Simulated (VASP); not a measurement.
Input of a VASP 6.6.1 run:

INCAR

```
ALGO = Normal ; EDIFF = 1E-6
ENCUT = 520 ; GGA = PE
ISIF = 2 ; ISMEAR = 0
LASPH = T ; LCHARG = T
LELF = T ; LREAL = F
LVHAR = T ; LWAVE = F
NBANDS = 17 ; NELM = 60
PREC = Accurate ; SIGMA = 0.03
```

The input KPOINTS:

```
k-points
0
Gamma
  10 10 10
```

The input POSCAR:

```
PbS
1.0
    0.0000000000      2.9927227500      2.9927227500
    2.9650000000      0.0277227500      2.9650000000
    2.9650000000      2.9650000000      0.0277227500
Pb S
1 1
Direct
    0.0000000000      0.0000000000      0.0000000000
    0.5000000000      0.5000000000      0.5000000000
```

Potentials or basis: VASP PAW PBE potentials, release 64 (Pb_d, S).

Run with:

```sh
$ cat potpaw_PBE.64/Pb_d/POTCAR potpaw_PBE.64/S/POTCAR > POTCAR
$ mpirun -np 1 vasp_std > vasp.out
```

(1) Estimate the pressure.

(2) Estimate the band gap on the k mesh.

## Answers

(1) 2.2 GPa.

(2) 0.27 eV, indirect (least direct gap 0.35 eV).

Caveat: the cell differs from its parent crystal (strain +0.0187 x Voigt [0, 0, 0, 1, 0, 0]); spin-orbit coupling is left out, which moves the levels of the heavy elements.
